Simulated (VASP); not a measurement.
The system is Sn.

```
Sn
1.0
     0.00000    3.23334    3.23334
     3.23334    0.00000    3.23334
     3.23334    3.23334    0.00000
Sn
2
Direct
  0.00000 0.00000 0.00000
  0.25000 0.25000 0.25000
```

```yaml
Program: VASP 6.6.1
Task: relaxation of cell and atoms
Functional: PBEsol
Potentials_or_basis: VASP PAW PBE potentials, release 64 (Sn_d)
Cutoff: 600 eV
k_mesh: 8 × 8 × 8
Occupations: gaussian, width 0.1 eV
Spin: no spin polarisation
```

At the start: pressure 1.5 GPa; volume 33.80 Å³/atom.

Problem. Where does the relaxation end?

Solution. Over 3 steps the energy falls by 5.1 meV/atom and the volume is 34.94 Å³/atom (+3.4 %); space group Fd-3m (No. 227, to 0.05 Å).

The path:
| step | energy change (eV) | largest force (eV/Å) | pressure (GPa) | volume (Å³) |
| --- | --- | --- | --- | --- |
| 1 | 0.0000 | 0.0000 | 1.49 | 67.61 |
| 2 | -0.0089 | 0.0000 | -0.48 | 70.73 |
| 3 | -0.0102 | 0.0000 | -0.01 | 69.88 |

Final structure:
```
Sn
1.0
     0.00000    3.26914    3.26914
     3.26914    0.00000    3.26914
     3.26914    3.26914    0.00000
Sn
2
Direct
  0.00000 0.00000 0.00000
  0.25000 0.25000 0.25000
```

Caveat: the PAW data sets were made with another functional, which shifts forces and pressure a little.
